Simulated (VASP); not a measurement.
Here is a VASP 6.6.1 calculation.

Contents of INCAR:

```
PREC     = Accurate       # precision mode
ENCUT    = 520            # plane-wave cutoff, eV
EDIFF    = 1E-6           # SCF threshold, eV
ISMEAR   = 0              # smearing method
SIGMA    = 0.1            # smearing width, eV
LREAL    = False          # projectors in reciprocal space
LASPH    = True           # aspherical terms in the spheres
NELM     = 60             # most SCF steps
ALGO     = Normal         # electronic algorithm
ISIF     = 2              # what is computed and relaxed
LWAVE    = False          # write WAVECAR
LCHARG   = True           # write CHGCAR
GGA      = PE             # functional
LELF     = True           # ELF
LVHAR    = True         
NBANDS   = 15             # bands
```

File KPOINTS:

```
regular mesh
0
Gamma
  6 6 6
```

File POSCAR:

```
TaN
1.0
   -1.9918827500      2.0403509400      2.0531032100
    1.9918827500     -2.0403509400      2.0531032100
    1.9918827500      2.0403509400     -2.0531032100
Ta N
1 1
Direct
    0.0000000000      0.0000000000      0.0000000000
    0.5000000000      0.0000000000      0.5000000000
```

Potentials or basis: VASP PAW PBE potentials, release 64 (Ta_pv, N).

Launch:

```bash
$ cat potpaw_PBE.64/Ta_pv/POTCAR potpaw_PBE.64/N/POTCAR > POTCAR
$ mpirun -np 1 vasp_std > vasp.out
```

(1) Predict the pressure.

(2) What does it give for the band gap on the k mesh?

## Answers

(1) -22.8 GPa.

(2) zero (band 8 reaches 5.28 eV, above the bottom of band 9 at 3.38 eV).

Caveat: the k points lie up to 0.37 Å⁻¹ apart; spin-orbit coupling is left out, which moves the levels of the heavy elements.
